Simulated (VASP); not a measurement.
The system is NbHg2Sb3.

```
Nb Hg Sb
1.0
     3.48661   -0.00929   -0.00668
    -3.50270    6.02475    0.12074
    -0.02695    0.26569   14.18263
Nb Hg Sb
2 4 6
Cartesian
  0.0035 -0.0097 -0.0172
  -1.7833 3.0129 0.0673
  -0.0073 2.1826 9.6385
  1.6742 1.0872 4.5806
  -1.8068 5.2048 9.7644
  -0.0018 4.0461 4.6983
  0.0345 2.0495 2.0489
  1.6979 1.2005 12.1330
  -0.0521 0.1299 7.0969
  -1.7335 5.0676 2.1032
  -0.0776 4.2500 12.2049
  -1.7810 3.1200 7.1551
```

| Quantity | Value |
| --- | --- |
| Program | VASP 6.6.1 |
| Task | relaxation of cell and atoms |
| Functional | PBEsol |
| Potentials or basis | VASP PAW PBE potentials, release 64 (Nb_sv, Hg, Sb) |
| Cutoff | 500 eV |
| k mesh | 6 × 6 × 2 |
| Occupations | fermi-dirac, width 0.05 eV |
| Spin | no spin polarisation |

At the start: pressure -2.8 GPa; volume 24.78 Å³/atom.

Question: How do energy, volume and symmetry change on relaxing?

Answer: Over 43 steps the energy falls by 22.0 meV/atom and the volume is 24.06 Å³/atom (-2.9 %); space group P2 (No. 3, to 0.1 Å) before, P2_1/m (No. 11, to 0.1 Å).

The path:
```
step  energy change (eV)  largest force (eV/Å)  pressure (GPa)  volume (Å³)
   1              0.0000                0.6631           -2.80       297.35
   3             -0.1695                0.2925            0.54       284.50
   5             -0.1987                0.1422            0.09       285.86
   7             -0.2052                0.1088           -0.33       287.37
   9             -0.2084                0.0914            0.09       286.03
  11             -0.2122                0.0945            0.03       286.14
  13             -0.2189                0.1464           -0.24       287.03
  15             -0.2209                0.1777           -0.43       287.73
  17             -0.2232                0.1876           -0.38       287.60
  19             -0.2285                0.2332           -0.10       287.01
  21             -0.2368                0.1483            0.16       286.43
  23             -0.2428                0.1403            0.45       286.13
  25             -0.2496                0.1232            0.02       288.14
  27             -0.2542                0.0934           -0.04       288.40
  29             -0.2567                0.0701            0.17       287.76
  31             -0.2598                0.1199           -0.09       288.82
  33             -0.2617                0.0630           -0.02       288.53
  35             -0.2634                0.0321            0.02       288.56
  37             -0.2638                0.0255           -0.06       288.96
  39             -0.2640                0.0228           -0.05       288.93
  41             -0.2642                0.0161            0.00       288.79
  43             -0.2644                0.0092            0.00       288.76
```

Final structure:
```cif
data_structure
_symmetry_space_group_name_H-M 'P 1'
_symmetry_Int_Tables_number 1
_cell_length_a 3.4567
_cell_length_b 6.8487
_cell_length_c 14.1291
_cell_angle_alpha 89.838
_cell_angle_beta 90.000
_cell_angle_gamma 120.312
_cell_volume 288.76
loop_
_atom_site_label
_atom_site_type_symbol
_atom_site_fract_x
_atom_site_fract_y
_atom_site_fract_z
_atom_site_occupancy
Nb1 Nb 0.99757 0.99919 0.99987 1
Nb2 Nb 0.99770 0.49957 0.99986 1
Hg1 Hg 0.33248 0.33462 0.68413 1
Hg2 Hg 0.65719 0.16257 0.31586 1
Hg3 Hg 0.32384 0.82972 0.67195 1
Hg4 Hg 0.66379 0.66753 0.32784 1
Sb1 Sb 0.33222 0.33381 0.14088 1
Sb2 Sb 0.66315 0.16487 0.85890 1
Sb3 Sb 0.02820 0.03320 0.49895 1
Sb4 Sb 0.33132 0.83262 0.14139 1
Sb5 Sb 0.66435 0.66631 0.85834 1
Sb6 Sb 0.95822 0.46375 0.50095 1
```

Caveat: the PAW data sets were made with another functional, which shifts forces and pressure a little.
